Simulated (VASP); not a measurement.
Here is a VASP 6.6.1 calculation.

The input INCAR:

```
  PREC = Accurate
  ENCUT = 520
  EDIFF = 1E-6
  ISMEAR = 0
  SIGMA = 0.1
  LREAL = F
  LASPH = T
  NELM = 80
  ALGO = Normal
  ISIF = 2
  LWAVE = F
  LCHARG = F
  GGA = PS
  IVDW = 12
  NBANDS = 36
```

Contents of KPOINTS:

```
Automatic mesh
0
Gamma
  7 7 7
```

POSCAR

```
Ge
1.0
    0.0000000000      2.8857400000      5.1156650000
    2.6304970000      0.0000000000      5.1156650000
    2.6304970000      2.8857400000      0.0000000000
Ge
4
Direct
    0.7818670000      0.7818670000      0.2181330000
    0.2181330000      0.2181330000      0.7818670000
    0.2735100000      0.7264900000      0.2735100000
    0.7264900000      0.2735100000      0.7264900000
```

Potentials or basis: VASP PAW PBE potentials, release 64 (Ge_d).

Launch:

```console
$ cat potpaw_PBE.64/Ge_d/POTCAR > POTCAR
$ mpirun -np 1 vasp_std > vasp.out
```

(1) Predict the band gap on the k mesh.

(2) Predict the largest force.

(3) Estimate the dispersion energy per atom.

Answers

(1) zero (bands 28 and 29 overlap by 2.71 eV).

(2) 0.040 eV/Å.

(3) -0.317 eV.

Caveat: the cell stands under tension; the PAW data sets were made with another functional, which shifts forces and pressure a little.
